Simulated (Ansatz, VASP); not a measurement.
## One calculation of GaAs, two programs

```
CELL_PARAMETERS angstrom
0.00000 2.85512 2.82685
2.85512 0.00000 2.82685
2.85512 2.85512 0.00000
ATOMIC_POSITIONS crystal
Ga 0.00000 0.00000 0.00000
As 0.75000 0.75000 0.75000
```

Change from the starting cell: equal xx and yy strain of +1 %.

Alike in both runs: task single point; functional PBE; k mesh 11 × 11 × 11; occupations fermi-dirac, width 0.05 eV; no spin polarisation.

```csv
,VASP,Ansatz
version,VASP 6.6.1,Ansatz 0.2.0
potentials or method,"VASP PAW PBE potentials, release 64 (Ga_d, As), cutoff 520 eV","all-electron LAPW, scalar-relativistic"
```

Ansatz gave:

* pressure (GPa): 1.8
* traceless stress, the component that is largest in VASP (GPa): 0.38

**Question.** What did VASP give for the same quantities?

**Answer.** Pressure (GPa): 2.0; traceless stress, the component that is largest in VASP (GPa): 0.38.

Ansatz ran all-electron here, and VASP with PAW potentials.
